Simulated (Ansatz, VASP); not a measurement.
**CaSe: VASP beside Ansatz**

The input INCAR:

```
SYSTEM = CaSe
ALGO     = Normal         ! electronic algorithm
EDIFF    = 1E-6           ! SCF threshold, eV
ENCUT    = 520            ! plane-wave cutoff, eV
GGA      = PS             ! functional
ISIF     = 2              ! what is computed and relaxed
ISMEAR   = 0              ! smearing method
LASPH    = .TRUE.         ! aspherical terms in the spheres
LCHARG   = .FALSE.        ! write CHGCAR
LREAL    = .FALSE.        ! projectors in reciprocal space
LWAVE    = .FALSE.        ! write WAVECAR
NBANDS   = 15             ! bands
NELM     = 60             ! most SCF steps
PREC     = Accurate       ! precision mode
SIGMA    = 0.05           ! smearing width, eV
```

KPOINTS

```
k-points
0
G
  10 10 10
  0 0 0
```

The input POSCAR:

```
CaSe
1.0
    0.0000000000      3.1205522195      2.6524693866
    3.1205522195      0.0000000000      2.6524693866
    3.1205522195      3.1205522195      0.0000000000
Ca Se
1 1
Direct
    0.0000000000      0.0000000000      0.0000000000
    0.5000000000      0.5000000000      0.5000000000
```

Input for Ansatz:

```yaml
crystal:
  lattice:
    - [0.0, 3.1205522195, 2.6524693866]
    - [3.1205522195, 0.0, 2.6524693866]
    - [3.1205522195, 3.1205522195, 0.0]
  atoms:
    - { symbol: Ca, position: [0.0, 0.0, 0.0] }
    - { symbol: Se, position: [0.5, 0.5, 0.5] }
basis:
  ecutwfc: 420
kpoints:
  mp_grid: { grid: [10, 10, 10] }
hamiltonian:
  xc: pbesol
scf:
  occupations: { method: gaussian, width: 0.05 }
output:
  forces: true
  stress: true
  eigenvalues: true
```

Alike in both runs: task single point; functional PBEsol; k mesh 10 × 10 × 10; occupations gaussian, width 0.05 eV; no spin polarisation.

```csv
,VASP,Ansatz
version,VASP 6.6.1,Ansatz 0.2.0
potentials or method,"VASP PAW PBE potentials, release 64 (Ca_sv, Se), cutoff 520 eV","scalar-relativistic, plane waves, PAW"
valence electrons in the cell,16,26
```

```csv
,VASP,Ansatz,Ansatz less VASP
gap on the k mesh at the Fermi level (eV),1.72,1.75,+0.021
least direct gap on the mesh (eV),2.42,2.44,+0.013
pressure (GPa),2.8,2.6,-0.22
"traceless stress, the component that is largest in VASP (GPa)",14.34,14.11,-0.230
```

VASP's potentials were made for PBE, not for PBEsol. VASP's potentials hold 16 valence electrons a cell and Ansatz's 26, so a difference there can come from the potentials and not from the codes.
